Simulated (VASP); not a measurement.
# HgTe (Coloradoite) (F-43m) in VASP: a series of runs

HgTe (Coloradoite) is run at these levels: RPBE, LDA, PBE; tasks: single point, relaxation of cell and atoms.

All numbers are computed with VASP 6.6.1; they aren't measurements. Logs are shortened: lines on timing, memory, paths and dates and some standing lists are left out, and cuts for length are marked.

### 1 The cell of the first run

It takes space group F-43m (No. 216, cubic). The conventional cell has a = 6.758 Å, b = 6.758 Å, c = 6.758 Å, α = 90.00°, β = 90.00°, γ = 90.00°. Within 3.9 Å of Hg (site symmetry -43m) lie 4 Te at 2.93 Å. Te (site symmetry -43m) has 4 Hg at 2.93 Å within 3.9 Å.

### 2 Single point, RPBE

Contents of INCAR:

```
ALGO     = Normal         # electronic algorithm
EDIFF    = 1E-6           # SCF threshold, eV
ENCUT    = 520            # plane-wave cutoff, eV
GGA      = RP             # functional
ISIF     = 2              # what is computed and relaxed
ISMEAR   = -1             # smearing method
LASPH    = True           # aspherical terms in the spheres
LCHARG   = False          # write CHGCAR
LREAL    = False          # projectors in reciprocal space
LWAVE    = False          # write WAVECAR
NBANDS   = 16             # bands
NELM     = 100            # most SCF steps
PREC     = Accurate       # precision mode
SIGMA    = 0.05           # smearing width, eV
```

Contents of KPOINTS:

```
k-points
0
Gamma
  7 7 7
```

Contents of POSCAR:

```
HgTe
1.0
    0.0000000000      3.3789820925      3.3789820925
    3.3789820925      0.0000000000      3.3789820925
    3.3789820925      3.3789820925      0.0000000000
Hg Te
1 1
Direct
    0.0000000000      0.0000000000      0.0000000000
    0.7500000000      0.7500000000      0.7500000000
```

Potentials or basis: VASP PAW PBE potentials, release 64 (Hg, Te).

On the command line:

```sh
$ cat potpaw_PBE.64/Hg/POTCAR potpaw_PBE.64/Te/POTCAR > POTCAR
$ mpirun -np 1 vasp_std > vasp.out
```

OUTCAR:

```text
EDIFF = 1E-6
   ENCUT = 520
   GGA = RP
   ISIF = 2
   ISMEAR = -1
   LASPH = True
   LREAL = False
   NELM = 100
   PREC = Accurate

 ion  position               nearest neighbor table
   1  0.000  0.000  0.000-   2 2.93   2 2.93   2 2.93   2 2.93
   2  0.750  0.750  0.750-   1 2.93   1 2.93   1 2.93   1 2.93

  LATTYP: Found a face centered cubic cell.
 ALAT       =     6.7579641850

  Lattice vectors:

 A1 = (   0.0000000000,   3.3789820925,   3.3789820925)
 A2 = (   3.3789820925,   0.0000000000,   3.3789820925)
 A3 = (   3.3789820925,   3.3789820925,   0.0000000000)

Analysis of symmetry for initial positions (statically):
=====================================================================
 Subroutine PRICEL returns:
 Original cell was already a primitive cell.

 Routine SETGRP: Setting up the symmetry group for a
 face centered cubic supercell.

 Subroutine GETGRP returns: Found 24 space group operations
 (whereof 24 operations were pure point group operations)
 out of a pool of 48 trial point group operations.

The static configuration has the point symmetry T_d .

Analysis of symmetry for dynamics (positions and initial velocities):
=====================================================================
 Subroutine PRICEL returns:
 Original cell was already a primitive cell.

 Routine SETGRP: Setting up the symmetry group for a
 face centered cubic supercell.

 Subroutine GETGRP returns: Found 24 space group operations
 (whereof 24 operations were pure point group operations)
 out of a pool of 48 trial point group operations.

The dynamic configuration has the point symmetry T_d .

 Subroutine INISYM returns: Found 24 space group operations
 (whereof 24 operations are pure point group operations),
 and found     1 'primitive' translations

----------------------------------------------------------------------------------------

                                     Primitive cell

  volume of cell :      77.1592

  direct lattice vectors                    reciprocal lattice vectors
     0.000000000  3.378982092  3.378982092    -0.147973557  0.147973557  0.147973557
     3.378982092  0.000000000  3.378982092     0.147973557 -0.147973557  0.147973557
     3.378982092  3.378982092  0.000000000     0.147973557  0.147973557 -0.147973557

  length of vectors
     4.778602302  4.778602302  4.778602302     0.256297719  0.256297719  0.256297719

  position of ions in fractional coordinates (direct lattice)
     0.000000000  0.000000000  0.000000000
     0.750000000  0.750000000  0.750000000

  ion indices of the primitive-cell ions
   primitive index   ion index
                 1           1
                 2           2

----------------------------------------------------------------------------------------

 KPOINTS: k-points

Automatic generation of k-mesh.
 Grid dimensions read from file:
 generate k-points for:    7    7    7

 Generating k-lattice:

  Cartesian coordinates                     Fractional coordinates (reciprocal lattice)
    -0.021139080  0.021139080  0.021139080     0.142857143  0.000000000  0.000000000
     0.021139080 -0.021139080  0.021139080     0.000000000  0.142857143  0.000000000
     0.021139080  0.021139080 -0.021139080     0.000000000  0.000000000  0.142857143

  Length of vectors
     0.036613960  0.036613960  0.036613960

  Shift w.r.t. Gamma in fractional coordinates (k-lattice)
     0.000000000  0.000000000  0.000000000

 Subroutine IBZKPT returns following result:
 ===========================================

 Found     20 irreducible k-points:

 Following reciprocal coordinates:
            Coordinates               Weight
  0.000000  0.000000  0.000000      1.000000
  0.142857  0.000000  0.000000      8.000000
  0.285714  0.000000  0.000000      8.000000
  0.428571  0.000000  0.000000      8.000000
  0.142857  0.142857  0.000000      6.000000
  0.285714  0.142857  0.000000     24.000000
[... 12 lines left out ...]
 -0.428571  0.428571  0.142857     24.000000
 -0.285714  0.428571  0.142857     24.000000
   k-points           NKPTS =     20   k-points in BZ     NKDIM =     20   number of bands    NBANDS=     16
   number of dos      NEDOS =    301   number of ions     NIONS =      2
   total plane-waves  NPLWV =  46656
   dimension x,y,z NGX =    36 NGY =   36 NGZ =   36
   dimension x,y,z NGXF=    72 NGYF=   72 NGZF=   72
   ions per type =               1   1
   NGX,Y,Z   is equivalent  to a cutoff of  12.52, 12.52, 12.52 a.u.
   NGXF,Y,Z  is equivalent  to a cutoff of  25.05, 25.05, 25.05 a.u.
 SYSTEM =  unknown system
   PREC   = accura    normal or accurate (medium, high low for compatibility)
   ISTART =      0    job   : 0-new  1-cont  2-samecut
   ICHARG =      2    charge: 1-file 2-atom 10-const
   ISPIN  =      1    spin polarized calculation?
   LNONCOLLINEAR =      F non collinear calculations
   LSORBIT =      F    spin-orbit coupling
   LASPH  =      T    aspherical Exc in radial PAW
   ENCUT  =  520.0 eV  38.22 Ry    6.18 a.u.   8.89  8.89  8.89*2*pi/ulx,y,z
   NELM   =    100;   NELMIN=  2; NELMDL= -5     # of ELM steps
   EDIFF  = 0.1E-05   stopping-criterion for ELM
   LREAL  =      F    real-space projection
   EDIFFG = 0.1E-04   stopping-criterion for IOM
   NSW    =      0    number of steps for IOM
   IBRION =     -1    ionic relax: 0-MD 1-quasi-New 2-CG
   NFREE  =      0    steps in history (QN), initial steepest desc. (CG)
   ISIF   =      2    stress and relaxation
   ISYM   =      2    0-nonsym 1-usesym 2-fastsym
   POTIM  = 0.5000    time-step for ionic-motion
   TEBEG  =    0.0;   TEEND  =   0.0 temperature during run
   PSTRESS=    0.0 pullay stress
   NELECT =      18.0000    total number of electrons
   NUPDOWN=      -1.0000    fix difference up-down
   EMIN   =  10.00;   EMAX   =-10.00  energy-range for DOS
   EFERMI =   0.00;   METHOD = LEGACY
   ISMEAR =    -1;   SIGMA  =   0.05  broadening in eV -4-tet -1-fermi 0-gaus
   EFERMI_NEDOS =   21; number of points for ismear=-14 and -15
   IALGO  =     38    algorithm
   IMIX   =      4    mixing-type and parameters
     AMIX     =   0.40;   BMIX     =  1.00
     AMIX_MAG =   1.60;   BMIX_MAG =  1.00
  volume/ion in A,a.u.               =      38.58       260.35
  Fermi-wavevector in a.u.,A,eV,Ry     =   1.007789  1.904446 13.818613  1.015639
  Thomas-Fermi vector in A             =   2.140616
   LORBIT       =      0    0 simple, 1 ext, 2 COOP (PROOUT), +10 PAW based schemes
   GGA     = RP    functional components
   LHFCALC =     F    Hartree Fock is set to
   AEXX    =    0.0000 exact exchange contribution
   IVDW    =     0    specifies the selected vdW correction
   LEPSILON=     F    determine dielectric tensor
   LRPA    =     F    only Hartree local field effects (RPA)
 non-spin polarized calculation
  energy-cutoff  :      520.00
  volume of cell :       77.16
 maximum number of plane-waves:      2102
   NGX = 17   NGY = 17   NGZ = 17

 number of electron      18.0000000 magnetization

 Free energy of the ion-electron system (eV)
  ---------------------------------------------------
  ext. energy  EPLUGINS =         0.00000000
  ---------------------------------------------------
  free energy    TOTEN  =        -2.96777961 eV

  energy without entropy =       -2.96689286  energy(sigma->0) =       -2.96733623

 E-fermi :   1.9645     XC(G=0):  -7.8999

 val. band max:        1.9102821372   @ k =   0.0000   0.0000   0.0000
 cond. band min:       2.5357477307   @ k =   0.1429   0.0000   0.0000
 fundamental gap:      0.6254655935
 Fermi energy:         1.9644695424

 k-point     1 :       0.0000    0.0000    0.0000
  band No.  band energies     occupation
      1      -9.1785      2.00000
      2      -4.7652      2.00000
      3      -4.7652      2.00000
      4      -4.7652      2.00000
      5      -4.3866      2.00000
      6      -4.3866      2.00000
[... 8 lines left out ...]
     15      11.2873      0.00000
     16      11.2873      0.00000

 k-point     2 :       0.1429    0.0000    0.0000
  band No.  band energies     occupation
      1      -9.1053      2.00000
      2      -4.7454      2.00000
      3      -4.7454      2.00000
      4      -4.7227      2.00000
      5      -4.3878      2.00000
      6      -4.3878      2.00000
[... 8 lines left out ...]
     15      10.6372      0.00000
     16      10.6372      0.00000

 k-point     3 :       0.2857    0.0000    0.0000
  band No.  band energies     occupation
      1      -8.9330      2.00000
      2      -4.7051      2.00000
      3      -4.7051      2.00000
      4      -4.5547      2.00000
      5      -4.3844      2.00000
      6      -4.3844      2.00000
[... 8 lines left out ...]
     15      10.5820      0.00000
     16      10.5820      0.00000

 k-point     4 :       0.4286    0.0000    0.0000
  band No.  band energies     occupation
      1      -8.7867      2.00000
      2      -4.6786      2.00000
      3      -4.6786      2.00000
      4      -4.3737      2.00000
      5      -4.3737      2.00000
      6      -4.2424      2.00000
[... 8 lines left out ...]
     15      11.4870      0.00000
     16      11.4870      0.00000
[... 248 lines left out ...]
 k-point    18 :      -0.4286    0.2857    0.1429
  band No.  band energies     occupation
      1      -8.6952      2.00000
      2      -4.6318      2.00000
      3      -4.6158      2.00000
      4      -4.4251      2.00000
      5      -4.3757      2.00000
      6      -4.1316      2.00000
[... 8 lines left out ...]
     15      11.6539      0.00000
     16      12.5387      0.00000

 k-point    19 :      -0.4286    0.4286    0.1429
  band No.  band energies     occupation
      1      -8.6459      2.00000
      2      -4.5963      2.00000
      3      -4.5715      2.00000
      4      -4.4779      2.00000
      5      -4.3617      2.00000
      6      -4.0721      2.00000
[... 8 lines left out ...]
     15      12.3002      0.00000
     16      12.6525      0.00000

 k-point    20 :      -0.2857    0.4286    0.1429
  band No.  band energies     occupation
      1      -8.6335      2.00000
      2      -4.6023      2.00000
      3      -4.5785      2.00000
      4      -4.4277      2.00000
      5      -4.3872      2.00000
      6      -3.9899      2.00000
[... 8 lines left out ...]
     15      11.8130      0.00000
     16      13.2142      0.00000

------------------------ aborting loop because EDIFF is reached ----------------------------------------

  FORCE on cell =-STRESS in cart. coord.  units (eV):
  Direction    XX          YY          ZZ          XY          YZ          ZX
  --------------------------------------------------------------------------------------
  -------------------------------------------------------------------------------------
  Total        0.0123725      0.0123725      0.0123725      0.0000000      0.0000000      0.0000000
  in kB        0.2569093      0.2569093      0.2569093      0.0000000      0.0000000      0.0000000
  external PRESSURE =       0.2569093 kB  Pullay stress =       0.0000000 kB

 VOLUME and BASIS-vectors are now :
 -----------------------------------------------------------------------------
  energy-cutoff  :      520.00
  volume of cell :       77.16
      direct lattice vectors                 reciprocal lattice vectors
     0.000000000  3.378982092  3.378982092    -0.147973557  0.147973557  0.147973557
     3.378982092  0.000000000  3.378982092     0.147973557 -0.147973557  0.147973557
     3.378982092  3.378982092  0.000000000     0.147973557  0.147973557 -0.147973557

 POSITION                                       TOTAL-FORCE (eV/Angst)
 -----------------------------------------------------------------------------------
      0.00000      0.00000      0.00000         0.000000      0.000000      0.000000
      5.06847      5.06847      5.06847        -0.000000     -0.000000     -0.000000
 -----------------------------------------------------------------------------------
    total drift:                                0.000000      0.000000      0.000000

  FREE ENERGIE OF THE ION-ELECTRON SYSTEM (eV)
  ---------------------------------------------------
  free  energy   TOTEN  =        -2.9677796128 eV

  energy  without entropy=       -2.9668928559  energy(sigma->0) =       -2.96733623
```

Wall time 31 s (1 thread of Intel Xeon 8259CL, shared host); peak memory 0.22 GiB.

Results:

| Quantity | Value |
| --- | --- |
| Free energy | -2.9678 eV |
| Pressure | 0.0 GPa |
| Band gap on the k mesh | zero (filled and empty bands touch) |

Levels at points of the mesh, in eV from the Fermi level:
| k point | band 7 | band 8 | band 9 | band 10 | band 11 | band 12 |
| --- | --- | --- | --- | --- | --- | --- |
| (0.00, 0.00, 0.00) | -0.99 | -0.05 | -0.05 | -0.05 | 4.44 | 4.44 |

Caveat: the PAW data sets were made with another functional, which shifts forces and pressure a little; spin-orbit coupling is left out, which moves the levels of the heavy elements.

### 3 Relaxation of cell and atoms, LDA

This run uses another cell than the first one, of 33.22 Å³/atom, 0.861 times its volume.

Contents of INCAR:

```
ALGO = Normal
EDIFF = 1E-6
EDIFFG = -0.005
ENCUT = 600
GGA = CA
IBRION = 2
ISIF = 3
ISMEAR = -1
LASPH = T
LCHARG = F
LREAL = F
LWAVE = F
NELM = 60
NSW = 80
PREC = Accurate
SIGMA = 0.05
```

KPOINTS is that of step 2.

Contents of POSCAR:

```
HgTe
1.0
    0.0000000000      3.2145000000      3.2145000000
    3.2145000000      0.0000000000      3.2145000000
    3.2145000000      3.2145000000      0.0000000000
Hg Te
1 1
Direct
    0.0000000000      0.0000000000      0.0000000000
    0.7500000000      0.7500000000      0.7500000000
```

Potentials or basis: VASP PAW LDA potentials, release 64 (Hg, Te).

On the command line:

```sh
$ cat potpaw_LDA.64/Hg/POTCAR potpaw_LDA.64/Te/POTCAR > POTCAR
$ mpirun -np 1 vasp_std > vasp.out
```

Wall time 85 s (1 thread of Intel Xeon 8259CL, shared host); peak memory 0.19 GiB.

Results (log left out):

- Free energy: -5.0331 eV
- Relaxed volume: 33.53 Å³/atom
- Relaxed cell: a = 4.560 Å, b = 4.560 Å, c = 4.560 Å, α = 60.00°, β = 60.00°, γ = 60.00°
- Space group after relaxing (to 0.05 Å): F-43m (No. 216)
- Energy gained by relaxing: 0.5 meV/atom
- Ionic steps: 6
- Pressure after relaxing: 0.0 GPa
- Band gap on the k mesh: zero (filled and empty bands touch)

Step by step:
| step | energy change (eV) | largest force (eV/Å) | pressure (GPa) | volume (Å³) |
| --- | --- | --- | --- | --- |
| 1 | 0.0000 | 0.0000 | 0.45 | 66.43 |
| 2 | -0.0007 | 0.0000 | -0.18 | 67.34 |
| 3 | -0.0009 | 0.0000 | -0.04 | 67.07 |
| 4 | -0.0009 | 0.0000 | 0.03 | 67.02 |
| 5 | -0.0009 | 0.0000 | 0.03 | 67.05 |
| 6 | -0.0009 | 0.0000 | 0.01 | 67.06 |

Final structure:
```cif
data_structure
_symmetry_space_group_name_H-M 'P 1'
_symmetry_Int_Tables_number 1
_cell_length_a 4.5603
_cell_length_b 4.5603
_cell_length_c 4.5603
_cell_angle_alpha 60.000
_cell_angle_beta 60.000
_cell_angle_gamma 60.000
_cell_volume 67.06
loop_
_atom_site_label
_atom_site_type_symbol
_atom_site_fract_x
_atom_site_fract_y
_atom_site_fract_z
_atom_site_occupancy
Hg1 Hg 0.00000 0.00000 0.00000 1
Te1 Te 0.75000 0.75000 0.75000 1
```

Levels at points of the mesh, in eV from the Fermi level:
```
           k point  band 6  band 7  band 8  band 9  band 10  band 11  band 12  band 13
(0.00, 0.00, 0.00)   -6.92   -0.89   -0.04   -0.04    -0.04     4.10     4.10     4.10
```

Caveat: spin-orbit coupling is left out, which moves the levels of the heavy elements.

(Part 1 of 2 ends here.)
